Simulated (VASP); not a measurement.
Set up this calculation in VASP 6.6.1, as the native input.

```yaml
Task: single point
Functional: PBE
Potentials_or_basis: VASP PAW PBE potentials, release 64 (Na_pv)
Cutoff: 500 eV
k_mesh: 4 × 4 × 2
Occupations: gaussian, width 0.0026 eV
Spin: no spin polarisation
Dipole_correction: no
Further_INCAR_settings: ALGO = Normal; EDIFF = 1e-06; NBANDS = 18
```

The structure of Na lies in POSCAR:

```
Na
1.0
    3.1966520447     -1.8565520294      0.0000000000
    3.1966520447      1.8565520294      0.0000000000
   -2.1744518352      0.0000000000      9.3648511597
Na
3
Direct
    0.7340000000      0.5030000000      0.2330000000
    0.9564150000      0.7254150000      0.8996760000
    1.5115850000      1.2805850000      0.5663240000
```

One way to write it, as run:

INCAR

```
SYSTEM = Na
ALGO = Normal ; EDIFF = 1E-6
ENCUT = 500 ; GGA = PE
GGA_COMPAT = .False. ; ISIF = 2
ISMEAR = 0 ; LASPH = .True.
LCHARG = .False. ; LREAL = .False.
LWAVE = .False. ; NBANDS = 18
NELM = 120 ; PREC = Accurate
SIGMA = 0.0026
```

KPOINTS

```
k-points
0
Gamma
  4 4 2
  0 0 0
```

Potentials or basis: VASP PAW PBE potentials, release 64 (Na_pv).

The run is started by

```bash
$ cat potpaw_PBE.64/Na_pv/POTCAR > POTCAR
$ mpirun -np 1 vasp_std > vasp.out
```

It gave:

```json
{"Pressure": "0.1 GPa"}
```

Caveat: the k points lie up to 0.49 Å⁻¹ apart.

Run time: 8 s on 1 thread of Intel(R) Xeon(R) 6975P-C (Granite Rapids), on a shared host, peak memory 0.21 GiB.
